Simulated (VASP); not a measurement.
Here is a VASP 6.6.1 calculation.

The input INCAR:

```
SYSTEM = W
  PREC = Accurate
  ENCUT = 520
  EDIFF = 1E-6
  ISMEAR = -1
  SIGMA = 0.05
  LREAL = .FALSE.
  LASPH = .TRUE.
  NELM = 80
  ALGO = Fast
  ISIF = 2
  LWAVE = .FALSE.
  LCHARG = .FALSE.
  GGA = PS
  NBANDS = 36
```

Contents of KPOINTS:

```
Automatic mesh
0
G
  9 6 6
  0 0 0
```

The input POSCAR:

```
W
1.0
    3.0840699647      0.0000000000      0.0000000000
    0.0000000000      4.3376024336      0.0000000000
    0.0000000000      0.0000000000      4.3376095046
W
4
Direct
    0.7499997771      0.9999991470      0.7500000000
    0.2500002229      0.4999991470      0.7500000000
    0.2500002229      0.0000008530      0.2500000000
    0.7499997771      0.5000008530      0.2500000000
```

Potentials or basis: VASP PAW PBE potentials, release 64 (W_sv).

The run is started by

```bash
$ cat potpaw_PBE.64/W_sv/POTCAR > POTCAR
$ mpirun -np 1 vasp_std > vasp.out
```

**Question.** Estimate the band gap on the k mesh.

**Answer.** Zero (band 28 reaches 13.69 eV, above the bottom of band 29 at 12.01 eV).

**Question.** Predict the pressure.

**Answer.** 31.3 GPa.

Caveat: the PAW data sets were made with another functional, which shifts forces and pressure a little; spin-orbit coupling is left out, which moves the levels of the heavy elements.
